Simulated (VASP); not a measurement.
# RbZn2 (P6/mmm) in VASP: a series of runs

RbZn2 is run at these levels: PBE; tasks: single point.

All numbers are computed with VASP 6.6.1; they aren't measurements. Logs are shortened: lines on timing, memory, paths and dates and some standing lists are left out, and cuts for length are marked.

## 1. The cell of the first run

Symmetry: P6/mmm, No. 191, hexagonal system. Conventional cell: a = 5.028 Å, b = 5.028 Å, c = 3.196 Å, α = 90.00°, β = 90.00°, γ = 120.00°. Within 4.2 Å of Rb (site symmetry 6/mmm) lie 2 Rb at 3.20 Å and 12 Zn at 3.31 Å. Zn (site symmetry -6m2) has 5 Zn at 2.90 to 3.20 Å and 6 Rb at 3.31 Å within 3.8 Å.

## 2. Single point, PBE

INCAR

```
  ALGO = Fast
  EDIFF = 1E-6
  ENCUT = 520
  GGA = PE
  ISIF = 2
  ISMEAR = 0
  LASPH = True
  LCHARG = False
  LREAL = False
  LWAVE = False
  NBANDS = 24
  NELM = 60
  PREC = Accurate
  SIGMA = 0.1
```

KPOINTS

```
k-points
0
Gamma
  6 6 6
```

POSCAR

```
RbZn2
1.0
    5.0275113573      0.0000000000      0.0000000000
   -2.5137556786      4.3539525533      0.0000000000
    0.0000000000      0.0000000000      3.1959414621
Rb Zn
1 2
Direct
    0.0000000000      0.0000000000      0.0000000000
    0.3333333333      0.6666666667      0.5000000000
    0.6666666667      0.3333333333      0.5000000000
```

Potentials or basis: VASP PAW PBE potentials, release 64 (Rb_sv, Zn).

On the command line:

```sh
cat potpaw_PBE.64/Rb_sv/POTCAR potpaw_PBE.64/Zn/POTCAR > POTCAR
mpirun -np 1 vasp_std > vasp.out
```

OUTCAR:

```text
EDIFF = 1E-6
   ENCUT = 520
   GGA = PE
   ISIF = 2
   ISMEAR = 0
   LASPH = True
   LREAL = False
   NELM = 60
   PREC = Accurate

 ion  position               nearest neighbor table
   1  0.000  0.000  0.000-   2 3.31   3 3.31   2 3.31   3 3.31   3 3.31   3 3.31   2 3.31   2 3.31
                             3 3.31   3 3.31   2 3.31   2 3.31
   2  0.333  0.667  0.500-   3 2.90   3 2.90   3 2.90   1 3.31   1 3.31   1 3.31   1 3.31   1 3.31
                             1 3.31
   3  0.667  0.333  0.500-   2 2.90   2 2.90   2 2.90   1 3.31   1 3.31   1 3.31   1 3.31   1 3.31
                             1 3.31

  LATTYP: Found a hexagonal cell.
 ALAT       =     5.0275113573
 C/A-ratio  =     0.6356905504

  Lattice vectors:

 A1 = (   5.0275113573,   0.0000000000,   0.0000000000)
 A2 = (  -2.5137556786,   4.3539525533,   0.0000000000)
 A3 = (   0.0000000000,   0.0000000000,   3.1959414621)

Analysis of symmetry for initial positions (statically):
=====================================================================
 Subroutine PRICEL returns:
 Original cell was already a primitive cell.

 Routine SETGRP: Setting up the symmetry group for a
 hexagonal supercell.

 Subroutine GETGRP returns: Found 24 space group operations
 (whereof 24 operations were pure point group operations)
 out of a pool of 24 trial point group operations.

The static configuration has the point symmetry D_6h.

Analysis of symmetry for dynamics (positions and initial velocities):
=====================================================================
 Subroutine PRICEL returns:
 Original cell was already a primitive cell.

 Routine SETGRP: Setting up the symmetry group for a
 hexagonal supercell.

 Subroutine GETGRP returns: Found 24 space group operations
 (whereof 24 operations were pure point group operations)
 out of a pool of 24 trial point group operations.

The dynamic configuration has the point symmetry D_6h.

 Subroutine INISYM returns: Found 24 space group operations
 (whereof 24 operations are pure point group operations),
 and found     1 'primitive' translations

----------------------------------------------------------------------------------------

                                     Primitive cell

  volume of cell :      69.9577

  direct lattice vectors                    reciprocal lattice vectors
     5.027511357  0.000000000  0.000000000     0.198905568  0.114838183  0.000000000
    -2.513755679  4.353952553  0.000000000     0.000000000  0.229676366  0.000000000
     0.000000000  0.000000000  3.195941462     0.000000000  0.000000000  0.312896845

  length of vectors
     5.027511357  5.027511357  3.195941462     0.229676366  0.229676366  0.312896845

  position of ions in fractional coordinates (direct lattice)
     0.000000000  0.000000000  0.000000000
     0.333333333  0.666666667  0.500000000
     0.666666667  0.333333333  0.500000000

  ion indices of the primitive-cell ions
   primitive index   ion index
                 1           1
                 2           2
                 3           3

----------------------------------------------------------------------------------------

 KPOINTS: k-points

Automatic generation of k-mesh.
 Grid dimensions read from file:
 generate k-points for:    6    6    6

 Generating k-lattice:

  Cartesian coordinates                     Fractional coordinates (reciprocal lattice)
     0.033150928  0.019139697  0.000000000     0.166666667  0.000000000  0.000000000
     0.000000000  0.038279394  0.000000000     0.000000000  0.166666667  0.000000000
     0.000000000  0.000000000  0.052149474     0.000000000  0.000000000  0.166666667

  Length of vectors
     0.038279394  0.038279394  0.052149474

  Shift w.r.t. Gamma in fractional coordinates (k-lattice)
     0.000000000  0.000000000  0.000000000

 Subroutine IBZKPT returns following result:
 ===========================================

 Found     28 irreducible k-points:

 Following reciprocal coordinates:
            Coordinates               Weight
  0.000000  0.000000  0.000000      1.000000
  0.166667 -0.000000  0.000000      6.000000
  0.333333 -0.000000  0.000000      6.000000
  0.500000  0.000000  0.000000      3.000000
  0.166667  0.166667  0.000000      6.000000
  0.333333  0.166667  0.000000     12.000000
[... 16 lines left out ...]
  0.166667 -0.000000  0.500000      6.000000
  0.333333 -0.000000  0.500000      6.000000
 [... further k-points ...]
   k-points           NKPTS =     28   k-points in BZ     NKDIM =     28   number of bands    NBANDS=     24
   number of dos      NEDOS =    301   number of ions     NIONS =      3
   total plane-waves  NPLWV =  38400
   dimension x,y,z NGX =    40 NGY =   40 NGZ =   24
   dimension x,y,z NGXF=    80 NGYF=   80 NGZF=   48
   ions per type =               1   2
   NGX,Y,Z   is equivalent  to a cutoff of  13.23, 13.23, 12.48 a.u.
   NGXF,Y,Z  is equivalent  to a cutoff of  26.45, 26.45, 24.97 a.u.
 SYSTEM =  unknown system
   PREC   = accura    normal or accurate (medium, high low for compatibility)
   ISTART =      0    job   : 0-new  1-cont  2-samecut
   ICHARG =      2    charge: 1-file 2-atom 10-const
   ISPIN  =      1    spin polarized calculation?
   LNONCOLLINEAR =      F non collinear calculations
   LSORBIT =      F    spin-orbit coupling
   LASPH  =      T    aspherical Exc in radial PAW
   ENCUT  =  520.0 eV  38.22 Ry    6.18 a.u.   9.35  9.35  5.94*2*pi/ulx,y,z
   NELM   =     60;   NELMIN=  2; NELMDL= -5     # of ELM steps
   EDIFF  = 0.1E-05   stopping-criterion for ELM
   LREAL  =      F    real-space projection
   EDIFFG = 0.1E-04   stopping-criterion for IOM
   NSW    =      0    number of steps for IOM
   IBRION =     -1    ionic relax: 0-MD 1-quasi-New 2-CG
   NFREE  =      0    steps in history (QN), initial steepest desc. (CG)
   ISIF   =      2    stress and relaxation
   ISYM   =      2    0-nonsym 1-usesym 2-fastsym
   POTIM  = 0.5000    time-step for ionic-motion
   TEBEG  =    0.0;   TEEND  =   0.0 temperature during run
   PSTRESS=    0.0 pullay stress
   NELECT =      33.0000    total number of electrons
   NUPDOWN=      -1.0000    fix difference up-down
   EMIN   =  10.00;   EMAX   =-10.00  energy-range for DOS
   EFERMI =   0.00;   METHOD = LEGACY
   ISMEAR =     0;   SIGMA  =   0.10  broadening in eV -4-tet -1-fermi 0-gaus
   EFERMI_NEDOS =   21; number of points for ismear=-14 and -15
   IALGO  =     68    algorithm
   IMIX   =      4    mixing-type and parameters
     AMIX     =   0.40;   BMIX     =  1.00
     AMIX_MAG =   1.60;   BMIX_MAG =  1.00
  volume/ion in A,a.u.               =      23.32       157.37
  Fermi-wavevector in a.u.,A,eV,Ry     =   1.274386  2.408240 22.096670  1.624059
  Thomas-Fermi vector in A             =   2.407157
   LORBIT       =      0    0 simple, 1 ext, 2 COOP (PROOUT), +10 PAW based schemes
   GGA     = PE    functional components
   LHFCALC =     F    Hartree Fock is set to
   AEXX    =    0.0000 exact exchange contribution
   IVDW    =     0    specifies the selected vdW correction
   LEPSILON=     F    determine dielectric tensor
   LRPA    =     F    only Hartree local field effects (RPA)
 non-spin polarized calculation
 RMM-DIIS sequential band-by-band and
 Gauss-broadening in eV      SIGMA  =   0.10
  energy-cutoff  :      520.00
  volume of cell :       69.96
 maximum number of plane-waves:      1902
 NGX is ok and might be reduce to    40
   NGX = 19   NGY = 19   NGZ = 11

 number of electron      33.0000025 magnetization

 Free energy of the ion-electron system (eV)
  ---------------------------------------------------
  ext. energy  EPLUGINS =         0.00000000
  ---------------------------------------------------
  free energy    TOTEN  =        -2.07889643 eV

  energy without entropy =       -2.06860321  energy(sigma->0) =       -2.07374982

 E-fermi :   2.3076     XC(G=0):  -9.6597

 val. band max:        2.2925821947   @ k =   0.5000   0.0000   0.5000
 cond. band min:       2.3153228246   @ k =   0.1667  -0.0000   0.1667
 fundamental gap:      0.0227406299
 Fermi energy:         2.3075562269

 k-point     1 :       0.0000    0.0000    0.0000
  band No.  band energies     occupation
      1     -25.6385      2.00000
      2      -9.8551      2.00000
      3      -9.8551      2.00000
      4      -8.8178      2.00000
      5      -5.2418      2.00000
      6      -5.0569      2.00000
[... 16 lines left out ...]
     23      11.3815      0.00000
     24      11.3837      0.00000

 k-point     2 :       0.1667   -0.0000    0.0000
  band No.  band energies     occupation
      1     -25.6370      2.00000
      2      -9.9239      2.00000
      3      -9.8626      2.00000
      4      -8.8179      2.00000
      5      -5.2287      2.00000
      6      -5.0997      2.00000
[... 16 lines left out ...]
     23      11.3308      0.00000
     24      11.9234      0.00000

 k-point     3 :       0.3333   -0.0000    0.0000
  band No.  band energies     occupation
      1     -25.6342      2.00000
      2     -10.0487      2.00000
      3      -9.8776      2.00000
      4      -8.8180      2.00000
      5      -5.2104      2.00000
      6      -5.1698      2.00000
[... 16 lines left out ...]
     23      11.2340      0.00000
     24      12.1272      0.00000

 k-point     4 :       0.5000    0.0000    0.0000
  band No.  band energies     occupation
      1     -25.6327      2.00000
      2     -10.1058      2.00000
      3      -9.8850      2.00000
      4      -8.8181      2.00000
      5      -5.2276      2.00000
      6      -5.1784      2.00000
[... 16 lines left out ...]
     23      10.6890      0.00000
     24      11.1881      0.00000

 k-point     5 :       0.1667    0.1667    0.0000
  band No.  band energies     occupation
      1     -25.6349      2.00000
      2     -10.0058      2.00000
      3      -9.8876      2.00000
      4      -8.8180      2.00000
      5      -5.2128      2.00000
      6      -5.1587      2.00000
[... 16 lines left out ...]
     23      10.9415      0.00000
     24      11.7785      0.00000

 k-point     6 :       0.3333    0.1667    0.0000
  band No.  band energies     occupation
      1     -25.6327      2.00000
      2     -10.0703      2.00000
      3      -9.9228      2.00000
      4      -8.8181      2.00000
      5      -5.2295      2.00000
      6      -5.1789      2.00000
[... 16 lines left out ...]
     23      10.3910      0.00000
     24      11.1192      0.00000
[... 379 lines left out ...]
 k-point    21 :       0.3333    0.3333    0.3333
  band No.  band energies     occupation
      1     -25.4182      2.00000
      2     -10.5085      2.00000
      3      -9.6677      2.00000
      4      -9.6677      2.00000
      5      -5.1961      2.00000
      6      -5.1395      2.00000
[... 16 lines left out ...]
     23       9.7043      0.00000
     24       9.7043      0.00000

 k-point    22 :       0.0000    0.0000    0.5000
  band No.  band energies     occupation
      1     -25.3470      2.00000
      2     -11.0430      2.00000
      3      -9.4561      2.00000
      4      -9.4561      2.00000
      5      -5.1608      2.00000
      6      -5.1608      2.00000
[... 16 lines left out ...]
     23       6.7670      0.00000
     24       6.7670      0.00000

 k-point    23 :       0.1667   -0.0000    0.5000
  band No.  band energies     occupation
      1     -25.3462      2.00000
      2     -11.0280      2.00000
      3      -9.4850      2.00000
      4      -9.4661      2.00000
      5      -5.1446      2.00000
      6      -5.1318      2.00000
[... 16 lines left out ...]
     23       7.3952      0.00000
     24       8.3020      0.00000

 k-point    24 :       0.3333   -0.0000    0.5000
  band No.  band energies     occupation
      1     -25.3444      2.00000
      2     -10.9980      2.00000
      3      -9.5416      2.00000
      4      -9.4859      2.00000
      5      -5.1747      2.00000
      6      -5.1346      2.00000
[... 16 lines left out ...]
     23       9.1474      0.00000
     24      10.3249      0.00000

 [... further k-points ...]

------------------------ aborting loop because EDIFF is reached ----------------------------------------

  FORCE on cell =-STRESS in cart. coord.  units (eV):
  Direction    XX          YY          ZZ          XY          YZ          ZX
  --------------------------------------------------------------------------------------
  -------------------------------------------------------------------------------------
  Total        2.9057554      2.9057554      1.7830249      0.0000000      0.0000000      0.0000000
  in kB       66.5478561     66.5478561     40.8349873      0.0000000      0.0000000      0.0000000
  external PRESSURE =      57.9768998 kB  Pullay stress =       0.0000000 kB

 VOLUME and BASIS-vectors are now :
 -----------------------------------------------------------------------------
  energy-cutoff  :      520.00
  volume of cell :       69.96
      direct lattice vectors                 reciprocal lattice vectors
     5.027511357  0.000000000  0.000000000     0.198905568  0.114838183  0.000000000
    -2.513755679  4.353952553  0.000000000     0.000000000  0.229676366  0.000000000
     0.000000000  0.000000000  3.195941462     0.000000000  0.000000000  0.312896845

 POSITION                                       TOTAL-FORCE (eV/Angst)
 -----------------------------------------------------------------------------------
      0.00000      0.00000      0.00000         0.000000      0.000000      0.000000
     -0.00000      2.90264      1.59797         0.000000      0.000000     -0.000000
      2.51376      1.45132      1.59797        -0.000000      0.000000      0.000000
 -----------------------------------------------------------------------------------
    total drift:                               -0.000000      0.000000      0.000000

  FREE ENERGIE OF THE ION-ELECTRON SYSTEM (eV)
  ---------------------------------------------------
  free  energy   TOTEN  =        -2.0788964317 eV

  energy  without entropy=       -2.0686032065  energy(sigma->0) =       -2.07374982
```

Wall time 83 s (1 thread of Oxide Virtual Turin-like, shared host); peak memory 0.17 GiB.

Results:

| Quantity | Value |
| --- | --- |
| Free energy | -2.0789 eV |
| Pressure | 5.8 GPa |
| Band gap on the k mesh | zero (an odd number of electrons rules out a gap without spin polarisation) |

Stress tensor (GPa, compression positive):
```
6.65 0.00 0.00
0.00 6.65 0.00
0.00 0.00 4.08
```

Caveat: the cell stands under pressure.

## 3. Single point, PBE

This run uses another cell than the first one, of 32.11 Å³/atom.

INCAR

```
SYSTEM = RbZn2
PREC     = Accurate       ! precision mode
ENCUT    = 520            ! plane-wave cutoff, eV
EDIFF    = 1E-7           ! SCF threshold, eV
ISMEAR   = 0              ! smearing method
SIGMA    = 0.1            ! smearing width, eV
LREAL    = .FALSE.        ! projectors in reciprocal space
LASPH    = .TRUE.         ! aspherical terms in the spheres
NELM     = 100            ! most SCF steps
ALGO     = Normal         ! electronic algorithm
ISIF     = 2              ! what is computed and relaxed
LWAVE    = .FALSE.        ! write WAVECAR
LCHARG   = .FALSE.        ! write CHGCAR
GGA      = PE             ! functional
NBANDS   = 24             ! bands
```

KPOINTS

```
Automatic mesh
0
G
  6 6 6
  0 0 0
```

POSCAR

```
RbZn2
1.0
    4.4866852151      0.0000000000      0.0000000000
   -2.2433426075      3.8855833751      0.0000000000
    0.0000000000      0.0000000000      5.5263713927
Rb Zn
1 2
Direct
    0.0000000000      0.0000000000      0.0000000000
    0.3333333333      0.6666666667      0.5000000000
    0.6666666667      0.3333333333      0.5000000000
```

Potentials or basis: VASP PAW PBE potentials, release 64 (Rb_sv, Zn).

On the command line:

```sh
cat potpaw_PBE.64/Rb_sv/POTCAR potpaw_PBE.64/Zn/POTCAR > POTCAR
mpirun -np 1 vasp_std > vasp.out
```

Run time: 96 s. Hardware: 1 thread of Oxide Virtual Turin-like, shared host; peak memory 0.21 GiB.

The run converged. Its results:

```yaml
Free_energy: -2.7922 eV
Pressure: 0.0 GPa
Band_gap_on_the_k_mesh: zero (an odd number of electrons rules out a gap without spin polarisation)
```

Levels at points of the mesh, in eV from the Fermi level:
```tsv
k point	band 12	band 13	band 14	band 15	band 16	band 17	band 18	band 19	band 20	band 21
(0.00, 0.00, 0.00)	-6.94	-6.94	-6.94	-6.27	0.24	1.24	2.27	2.27	3.24	5.77
(0.50, 0.00, 0.00)	-6.89	-6.81	-6.74	-4.18	-3.36	0.82	1.05	2.19	3.39	4.02
(0.00, 0.00, 0.50)	-6.94	-6.93	-6.93	-5.79	-1.94	2.77	2.77	3.60	4.18	4.49
(0.50, 0.00, 0.50)	-6.89	-6.82	-6.74	-4.32	-2.90	0.70	0.75	0.77	3.63	5.15
```

The gap in the log of VASP goes by the Fermi energy; the results here count the filled bands.